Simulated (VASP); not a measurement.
# Si7C8 (P1) in VASP: further runs

Runs on Si7C8. Level: HSE06. Tasks: single point.

All numbers are computed with VASP 6.6.1; they aren't measurements. Logs are shortened: lines on timing, memory, paths and dates and some standing lists are left out, and cuts for length are marked.

## (1) The cell of the first run

The typed cell holds 15 atoms: a = 8.720 Å, b = 4.360 Å, c = 4.360 Å, α = 90.00°, β = 90.00°, γ = 90.00°.

## (2) Single point, HSE06

POSCAR reads:

```
Si7C8
1.0
    8.7200000000      0.0000000000      0.0000000000
    0.0000000000      4.3600000000      0.0000000000
    0.0000000000      0.0000000000      4.3600000000
Si C
7 8
Direct
    0.0018800000      0.0006360000      0.0069320000
    0.9968220000      0.4922230000      0.5112180000
    0.2546090000      0.0071650000      0.4952880000
    0.2490830000      0.5006130000      0.0022560000
    0.4984210000      0.0022250000      0.0043520000
    0.7495250000      0.9987770000      0.5020580000
    0.7545800000      0.5061460000      0.0179920000
    0.1274870000      0.2460880000      0.2502870000
    0.1238310000      0.7553760000      0.7541320000
    0.3736150000      0.2424540000      0.7558810000
    0.3749770000      0.7610710000      0.2484530000
    0.6253190000      0.2509690000      0.2440550000
    0.6238480000      0.7546320000      0.7529940000
    0.8784920000      0.2490050000      0.7438480000
    0.8665120000      0.7346220000      0.2409940000
```

INCAR.step1 reads:

```
SYSTEM = Si7C8
PREC = Accurate
ENCUT = 520
EDIFF = 1E-5
ISMEAR = 0
SIGMA = 0.01
LREAL = .False.
LASPH = .True.
NELM = 120
ALGO = Normal
ISIF = 2
LWAVE = .True.
LCHARG = .False.
NBANDS = 43
GGA = PE
GGA_COMPAT = .False.
```

INCAR.step2 reads:

```
SYSTEM = Si7C8
PREC = Accurate
ENCUT = 520
EDIFF = 1E-6
ISMEAR = 0
SIGMA = 0.01
LREAL = .False.
LASPH = .True.
NELM = 120
ALGO = Normal
ISIF = 2
LWAVE = .False.
LCHARG = .False.
GGA = PE
LHFCALC = .True.
HFSCREEN = 0.2079
PRECFOCK = Fast
NBANDS = 43
ISTART = 1
GGA_COMPAT = .False.
```

KPOINTS reads:

```
regular mesh
0
Gamma
  1 1 1
  0 0 0
```

Potentials or basis: VASP PAW PBE potentials, release 64 (Si, C).

Command:

```sh
$ cat potpaw_PBE.64/Si/POTCAR potpaw_PBE.64/C/POTCAR > POTCAR
$ cp INCAR.step1 INCAR
$ mpirun -np 1 vasp_gam > vasp.out
$ cp INCAR.step2 INCAR
$ mpirun -np 1 vasp_gam > vasp.out
```

OUTCAR:

```text
SYSTEM = Si7C8
   PREC = Accurate
   ENCUT = 520
   EDIFF = 1E-6
   ISMEAR = 0
   LREAL = .False.
   LASPH = .True.
   NELM = 120
   ISIF = 2
   GGA = PE
   LHFCALC = .True.
   HFSCREEN = 0.2079
   PRECFOCK = Fast
   ISTART = 1

 ion  position               nearest neighbor table
   1  0.002  0.001  0.007-   8 1.86   9 1.87  14 1.91  15 1.94   2 3.04   7 3.05   3 3.06   4 3.07
                             4 3.07   2 3.07   6 3.08   7 3.08   2 3.10   6 3.11   2 3.12   3 3.14
   2  0.997  0.492  0.511-  14 1.79   9 1.91   8 1.93  15 1.95   7 3.01   1 3.04   6 3.05   7 3.06
                             4 3.07   1 3.07   6 3.09   3 3.09   1 3.10   1 3.12   4 3.12
   3  0.255  0.007  0.495-  11 1.85  10 1.85   8 1.86   9 1.94   5 3.02   4 3.04   1 3.06   5 3.07
                             4 3.08   4 3.08   2 3.09   4 3.13   1 3.14
   4  0.249  0.501  0.002-   8 1.88   9 1.90  10 1.90  11 1.91   3 3.04   1 3.07   1 3.07   2 3.07
                             5 3.07   3 3.08   5 3.08   3 3.08   2 3.12   3 3.13
   5  0.498  0.002  0.004-  11 1.84  10 1.86  12 1.87  13 1.89   3 3.02   3 3.07   4 3.07   6 3.08
                             4 3.08   6 3.10   7 3.11   7 3.13
   6  0.750  0.999  0.502-  13 1.88  14 1.89  12 1.91  15 1.91   7 3.01   2 3.05   7 3.06   1 3.08
                             5 3.08   2 3.09   5 3.10   7 3.11   1 3.11
   7  0.755  0.506  0.018-  15 1.70  12 1.87  13 1.95  14 1.96   6 3.01   2 3.01   1 3.05   2 3.06
                             6 3.06   1 3.08   5 3.11   6 3.11   5 3.13
   8  0.127  0.246  0.250-   3 1.86   1 1.86   4 1.88   2 1.93
   9  0.124  0.755  0.754-   1 1.87   4 1.90   2 1.91   3 1.94
  10  0.374  0.242  0.756-   3 1.85   5 1.86   4 1.90
  11  0.375  0.761  0.248-   5 1.84   3 1.85   4 1.91
  12  0.625  0.251  0.244-   7 1.87   5 1.87   6 1.91
  13  0.624  0.755  0.753-   6 1.88   5 1.89   7 1.95
  14  0.878  0.249  0.744-   2 1.79   6 1.89   1 1.91   7 1.96
  15  0.867  0.735  0.241-   7 1.70   6 1.91   1 1.94   2 1.95

  LATTYP: Found a simple tetragonal cell.
 ALAT       =     4.3600000000
 C/A-ratio  =     2.0000000000

  Lattice vectors:

 A1 = (   0.0000000000,   4.3600000000,   0.0000000000)
 A2 = (   0.0000000000,   0.0000000000,   4.3600000000)
 A3 = (   8.7200000000,   0.0000000000,   0.0000000000)

Analysis of symmetry for initial positions (statically):
=====================================================================
 Subroutine PRICEL returns:
 Original cell was already a primitive cell.

 Routine SETGRP: Setting up the symmetry group for a
 simple tetragonal supercell.

 Subroutine GETGRP returns: Found  1 space group operations
 (whereof  1 operations were pure point group operations)
 out of a pool of 16 trial point group operations.

The static configuration has the point symmetry C_1 .

Analysis of symmetry for dynamics (positions and initial velocities):
=====================================================================
 Subroutine PRICEL returns:
 Original cell was already a primitive cell.

 Routine SETGRP: Setting up the symmetry group for a
 simple tetragonal supercell.

 Subroutine GETGRP returns: Found  1 space group operations
 (whereof  1 operations were pure point group operations)
 out of a pool of 16 trial point group operations.

The dynamic configuration has the point symmetry C_1 .

 Subroutine INISYM returns: Found  1 space group operations
 (whereof  1 operations are pure point group operations),
 and found     1 'primitive' translations

----------------------------------------------------------------------------------------

                                     Primitive cell

  volume of cell :     165.7637

  direct lattice vectors                    reciprocal lattice vectors
     8.720000000  0.000000000  0.000000000     0.114678899  0.000000000  0.000000000
     0.000000000  4.360000000  0.000000000     0.000000000  0.229357798  0.000000000
     0.000000000  0.000000000  4.360000000     0.000000000  0.000000000  0.229357798

  length of vectors
     8.720000000  4.360000000  4.360000000     0.114678899  0.229357798  0.229357798

  position of ions in fractional coordinates (direct lattice)
     0.001880000  0.000636000  0.006932000
     0.996822000  0.492223000  0.511218000
     0.254609000  0.007165000  0.495288000
     0.249083000  0.500613000  0.002256000
     0.498421000  0.002225000  0.004352000
[... 49 lines left out ...]

 Subroutine IBZKPT returns following result:
 ===========================================

 Found      1 irreducible k-points:

 Following reciprocal coordinates:
            Coordinates               Weight
  0.000000  0.000000  0.000000      1.000000
   k-points           NKPTS =      1   k-points in BZ     NKDIM =      1   number of bands    NBANDS=     43
   number of dos      NEDOS =    301   number of ions     NIONS =     15
   total plane-waves  NPLWV =  71680
   dimension x,y,z NGX =    70 NGY =   32 NGZ =   32
   dimension x,y,z NGXF=   140 NGYF=   64 NGZF=   64
   ions per type =               7   8
   NGX,Y,Z   is equivalent  to a cutoff of  13.35, 12.20, 12.20 a.u.
   NGXF,Y,Z  is equivalent  to a cutoff of  26.69, 24.40, 24.40 a.u.
 SYSTEM =  Si7C8
   PREC   = accura    normal or accurate (medium, high low for compatibility)
   ISTART =      1    job   : 0-new  1-cont  2-samecut
   ICHARG =      0    charge: 1-file 2-atom 10-const
   ISPIN  =      1    spin polarized calculation?
   LNONCOLLINEAR =      F non collinear calculations
   LSORBIT =      F    spin-orbit coupling
   LASPH  =      T    aspherical Exc in radial PAW
   ENCUT  =  520.0 eV  38.22 Ry    6.18 a.u.  16.21  8.11  8.11*2*pi/ulx,y,z
   NELM   =    120;   NELMIN=  2; NELMDL=  0     # of ELM steps
   EDIFF  = 0.1E-05   stopping-criterion for ELM
   LREAL  =      F    real-space projection
   EDIFFG = 0.1E-04   stopping-criterion for IOM
   NSW    =      0    number of steps for IOM
   IBRION =     -1    ionic relax: 0-MD 1-quasi-New 2-CG
   NFREE  =      0    steps in history (QN), initial steepest desc. (CG)
   ISIF   =      2    stress and relaxation
   ISYM   =      3    0-nonsym 1-usesym 2-fastsym
   POTIM  = 0.5000    time-step for ionic-motion
   TEBEG  =    0.0;   TEEND  =   0.0 temperature during run
   PSTRESS=    0.0 pullay stress
   NELECT =      60.0000    total number of electrons
   NUPDOWN=      -1.0000    fix difference up-down
   EMIN   =  10.00;   EMAX   =-10.00  energy-range for DOS
   EFERMI =   0.00;   METHOD = LEGACY
   ISMEAR =     0;   SIGMA  =   0.01  broadening in eV -4-tet -1-fermi 0-gaus
   EFERMI_NEDOS =   21; number of points for ismear=-14 and -15
   IALGO  =     38    algorithm
   IMIX   =      1    mixing-type and parameters
     AMIX     =   0.40;   BMIX     =  1.00
     AMIX_MAG =   1.60;   BMIX_MAG =  1.00
  volume/ion in A,a.u.               =      11.05        74.58
  Fermi-wavevector in a.u.,A,eV,Ry     =   1.166708  2.204758 18.520346  1.361207
  Thomas-Fermi vector in A             =   2.303217
   LORBIT       =      0    0 simple, 1 ext, 2 COOP (PROOUT), +10 PAW based schemes
   GGA     = PE    functional components
   LHFCALC =     T    Hartree Fock is set to
   PRECFOCK=fast      Normal, Fast or Accurate (Low or Medium for compatibility)
   ENCUT4O =  -1.0   cutoff for four orbital integrals eV
   NKREDX  =     1    reduce k-point grid by
   NKREDY  =     1    reduce k-point grid by
   NKREDZ  =     1    reduce k-point grid by
   AEXX    =    0.2500 exact exchange contribution
   HFSCREEN=    0.2079 screening length (either q_TF or 0.3 A-1)
   HFSCREENC=   0.2079 screening length for correlation (either q_TF or 0.3 A-1)
   ENCUTFOCK=  -1.0 apply spherical cutoff to Coloumb kernel
   IVDW    =     0    specifies the selected vdW correction
   LEPSILON=     F    determine dielectric tensor
   LRPA    =     F    only Hartree local field effects (RPA)
 non-spin polarized calculation
 Gauss-broadening in eV      SIGMA  =   0.01
  energy-cutoff  :      520.00
  volume of cell :      165.76
 maximum number of plane-waves:      2223
 NGX is ok and might be reduce to    70
  NGX = 36; NGY = 18; NGZ = 18

 number of electron      59.9999999 magnetization

 Free energy of the ion-electron system (eV)
  ---------------------------------------------------
  ext. energy  EPLUGINS =         0.00000000
  ---------------------------------------------------
  free energy    TOTEN  =      -119.87055344 eV

  energy without entropy =     -119.87055344  energy(sigma->0) =     -119.87055344

 E-fermi :   7.1589     XC(G=0):  -9.0070

 val. band max:        7.1050559572   @ k =   0.0000   0.0000   0.0000
 cond. band min:       8.3090346724   @ k =   0.0000   0.0000   0.0000
 fundamental gap:      1.2039787152
 Fermi energy:         7.1589029088

 k-point     1 :       0.0000    0.0000    0.0000
  band No.  band energies     occupation
      1     -10.4225      2.00000
      2      -8.7992      2.00000
      3      -8.0390      2.00000
      4      -5.4223      2.00000
      5      -5.2907      2.00000
      6      -4.9406      2.00000
[... 34 lines left out ...]
     41      13.4392      0.00000
     42      13.6687      0.00000
 [bands above 42 left out]

------------------------ aborting loop because EDIFF is reached ----------------------------------------

  FORCE on cell =-STRESS in cart. coord.  units (eV):
  Direction    XX          YY          ZZ          XY          YZ          ZX
  --------------------------------------------------------------------------------------
  -------------------------------------------------------------------------------------
  Total      -25.5834405     13.5335090     13.2268348      2.5786382      0.1994697      0.7491133
  in kB     -247.2749186    130.8071659    127.8430279     24.9236435      1.9279601      7.2405013
  external PRESSURE =       3.7917584 kB  Pullay stress =       0.0000000 kB

 VOLUME and BASIS-vectors are now :
 -----------------------------------------------------------------------------
  energy-cutoff  :      520.00
  volume of cell :      165.76
      direct lattice vectors                 reciprocal lattice vectors
     8.720000000  0.000000000  0.000000000     0.114678899  0.000000000  0.000000000
     0.000000000  4.360000000  0.000000000     0.000000000  0.229357798  0.000000000
     0.000000000  0.000000000  4.360000000     0.000000000  0.000000000  0.229357798

 POSITION                                       TOTAL-FORCE (eV/Angst)
 -----------------------------------------------------------------------------------
      0.01639      0.00277      0.03022        -0.535499     -0.307971     -0.744653
      8.69229      2.14609      2.22891         0.801809      0.966314     -1.305577
      2.22019      0.03124      2.15946        -0.165414     -0.651808      0.869218
      2.17200      2.18267      0.00984         0.786467      0.218939     -0.196153
      4.34623      0.00970      0.01897         0.507115     -0.063608     -0.503611
      6.53586      4.35467      2.18897        -0.753713     -0.124880     -0.441710
      6.57994      2.20680      0.07845        -2.686699     -2.092298     -3.429618
      1.11169      1.07294      1.09125        -0.147065      0.536543      0.249570
      1.07981      3.29344      3.28802         0.444491     -0.168363     -0.213737
      3.25792      1.05710      3.29564        -3.033493     -1.089057      1.955135
      3.26980      3.31827      1.08326        -3.249256      0.936578     -1.979811
      5.45278      1.09422      1.06408         3.217371     -2.054400     -1.042626
      5.43995      3.29020      3.28305         3.314343      1.533514      2.155176
      7.66045      1.08566      3.24318        -0.900037     -0.554355      1.996607
      7.55598      3.20295      1.05073         2.399578      2.914852      2.631790
 -----------------------------------------------------------------------------------
    total drift:                               -0.000153      0.000351     -0.000347

  FREE ENERGIE OF THE ION-ELECTRON SYSTEM (eV)
  ---------------------------------------------------
  free  energy   TOTEN  =      -119.8705534404 eV

  energy  without entropy=     -119.8705534404  energy(sigma->0) =     -119.87055344
```

Wall time 78 s (1 thread of Intel Xeon Platinum 8259CL at 2.50GHz (Skylake/Cascade Lake), shared host); peak memory 0.34 GiB.

Results:

```
Free energy   : -119.8706 eV
Pressure      : 0.4 GPa
Largest force : 4.833 eV/Å
```

Forces in eV/Å, atoms in the order of the input:
```
Si  -0.535 -0.308 -0.745
Si   0.802  0.966 -1.306
Si  -0.165 -0.652  0.869
Si   0.786  0.219 -0.196
Si   0.507 -0.064 -0.504
Si  -0.754 -0.125 -0.442
Si  -2.687 -2.092 -3.430
C   -0.147  0.537  0.250
C    0.444 -0.168 -0.214
C   -3.033 -1.089  1.955
C   -3.249  0.937 -1.980
C    3.217 -2.054 -1.043
C    3.314  1.534  2.155
C   -0.900 -0.554  1.997
C    2.400  2.915  2.632
```

Levels at points of the mesh, in eV from the Fermi level:
```
           k point  band 26  band 27  band 28  band 29  band 30  band 31  band 32  band 33  band 34  band 35
(0.00, 0.00, 0.00)    -2.94    -2.61    -1.75    -1.56    -0.05     1.15     1.22     2.04     2.22     2.33
```

Caveat: the k points lie up to 1.44 Å⁻¹ apart; the PAW data sets were made with another functional, which shifts forces and pressure a little.

## (3) Single point, HSE06

POSCAR is that of step 2.

INCAR.step1 reads:

```
SYSTEM = Si7C8
ALGO = Normal
EDIFF = 1E-5
ENCUT = 520
GGA = PE
GGA_COMPAT = .False.
ISIF = 2
ISMEAR = -1
LASPH = .True.
LCHARG = .False.
LREAL = .False.
LWAVE = .True.
NBANDS = 43
NELM = 120
PREC = Accurate
SIGMA = 0.01
```

INCAR.step2 reads:

```
SYSTEM = Si7C8
ALGO = Normal
EDIFF = 1E-6
ENCUT = 520
GGA = PE
GGA_COMPAT = .False.
HFSCREEN = 0.2079
ISIF = 2
ISMEAR = -1
ISTART = 1
LASPH = .True.
LCHARG = .False.
LHFCALC = .True.
LREAL = .False.
LWAVE = .False.
NBANDS = 43
NELM = 120
PREC = Accurate
PRECFOCK = Fast
SIGMA = 0.01
```

KPOINTS reads:

```
k-points
0
Gamma
  1 1 1
  0 0 0
```

Potentials or basis: VASP PAW PBE potentials, release 64 (Si, C).

Command:

```sh
$ cat potpaw_PBE.64/Si/POTCAR potpaw_PBE.64/C/POTCAR > POTCAR
$ cp INCAR.step1 INCAR
$ mpirun -np 1 vasp_gam > vasp.out
$ cp INCAR.step2 INCAR
$ mpirun -np 1 vasp_gam > vasp.out
```

OUTCAR:

```text
SYSTEM = Si7C8
   EDIFF = 1E-6
   ENCUT = 520
   GGA = PE
   HFSCREEN = 0.2079
   ISIF = 2
   ISMEAR = -1
   ISTART = 1
   LASPH = .True.
   LHFCALC = .True.
   LREAL = .False.
   NELM = 120
   PREC = Accurate
   PRECFOCK = Fast

 ion  position               nearest neighbor table
   1  0.002  0.001  0.007-   8 1.86   9 1.87  14 1.91  15 1.94   2 3.04   7 3.05   3 3.06   4 3.07
                             4 3.07   2 3.07   6 3.08   7 3.08   2 3.10   6 3.11   2 3.12   3 3.14
   2  0.997  0.492  0.511-  14 1.79   9 1.91   8 1.93  15 1.95   7 3.01   1 3.04   6 3.05   7 3.06
                             4 3.07   1 3.07   6 3.09   3 3.09   1 3.10   1 3.12   4 3.12
   3  0.255  0.007  0.495-  11 1.85  10 1.85   8 1.86   9 1.94   5 3.02   4 3.04   1 3.06   5 3.07
                             4 3.08   4 3.08   2 3.09   4 3.13   1 3.14
   4  0.249  0.501  0.002-   8 1.88   9 1.90  10 1.90  11 1.91   3 3.04   1 3.07   1 3.07   2 3.07
                             5 3.07   3 3.08   5 3.08   3 3.08   2 3.12   3 3.13
   5  0.498  0.002  0.004-  11 1.84  10 1.86  12 1.87  13 1.89   3 3.02   3 3.07   4 3.07   6 3.08
[... 262 lines left out ...]

  FORCE on cell =-STRESS in cart. coord.  units (eV):
  Direction    XX          YY          ZZ          XY          YZ          ZX
  --------------------------------------------------------------------------------------
  -------------------------------------------------------------------------------------
  Total      -25.5834417     13.5335085     13.2268367      2.5786372      0.1994697      0.7491117
  in kB     -247.2749302    130.8071607    127.8430459     24.9236340      1.9279597      7.2404855
  external PRESSURE =       3.7917588 kB  Pullay stress =       0.0000000 kB

 VOLUME and BASIS-vectors are now :
 -----------------------------------------------------------------------------
  energy-cutoff  :      520.00
  volume of cell :      165.76
      direct lattice vectors                 reciprocal lattice vectors
     8.720000000  0.000000000  0.000000000     0.114678899  0.000000000  0.000000000
     0.000000000  4.360000000  0.000000000     0.000000000  0.229357798  0.000000000
     0.000000000  0.000000000  4.360000000     0.000000000  0.000000000  0.229357798

 POSITION                                       TOTAL-FORCE (eV/Angst)
 -----------------------------------------------------------------------------------
      0.01639      0.00277      0.03022        -0.535499     -0.307972     -0.744653
      8.69229      2.14609      2.22891         0.801809      0.966314     -1.305577
      2.22019      0.03124      2.15946        -0.165414     -0.651808      0.869218
      2.17200      2.18267      0.00984         0.786467      0.218938     -0.196153
      4.34623      0.00970      0.01897         0.507115     -0.063607     -0.503611
      6.53586      4.35467      2.18897        -0.753713     -0.124880     -0.441711
      6.57994      2.20680      0.07845        -2.686699     -2.092299     -3.429617
      1.11169      1.07294      1.09125        -0.147065      0.536543      0.249570
      1.07981      3.29344      3.28802         0.444491     -0.168363     -0.213737
      3.25792      1.05710      3.29564        -3.033493     -1.089057      1.955135
      3.26980      3.31827      1.08326        -3.249256      0.936578     -1.979811
      5.45278      1.09422      1.06408         3.217372     -2.054400     -1.042626
      5.43995      3.29020      3.28305         3.314343      1.533514      2.155176
      7.66045      1.08566      3.24318        -0.900037     -0.554355      1.996607
      7.55598      3.20295      1.05073         2.399578      2.914852      2.631790
 -----------------------------------------------------------------------------------
    total drift:                               -0.000153      0.000353     -0.000346

  FREE ENERGIE OF THE ION-ELECTRON SYSTEM (eV)
  ---------------------------------------------------
  free  energy   TOTEN  =      -119.8705534404 eV

  energy  without entropy=     -119.8705534404  energy(sigma->0) =     -119.87055344
```

Run time: 64 s. Hardware: 1 thread of Intel Xeon Platinum 8259CL at 2.50GHz (Skylake/Cascade Lake), shared host; peak memory 0.34 GiB.

Results:

```yaml
Free_energy: -119.8706 eV
Pressure: 0.4 GPa
Largest_force: 4.833 eV/Å
```

Forces in eV/Å, atoms in the order of the input:
```
Si  -0.535 -0.308 -0.745
Si   0.802  0.966 -1.306
Si  -0.165 -0.652  0.869
Si   0.786  0.219 -0.196
Si   0.507 -0.064 -0.504
Si  -0.754 -0.125 -0.442
Si  -2.687 -2.092 -3.430
C   -0.147  0.537  0.250
C    0.444 -0.168 -0.214
C   -3.033 -1.089  1.955
C   -3.249  0.937 -1.980
C    3.217 -2.054 -1.043
C    3.314  1.534  2.155
C   -0.900 -0.554  1.997
C    2.400  2.915  2.632
```

Caveat: the k points lie up to 1.44 Å⁻¹ apart; the PAW data sets were made with another functional, which shifts forces and pressure a little.
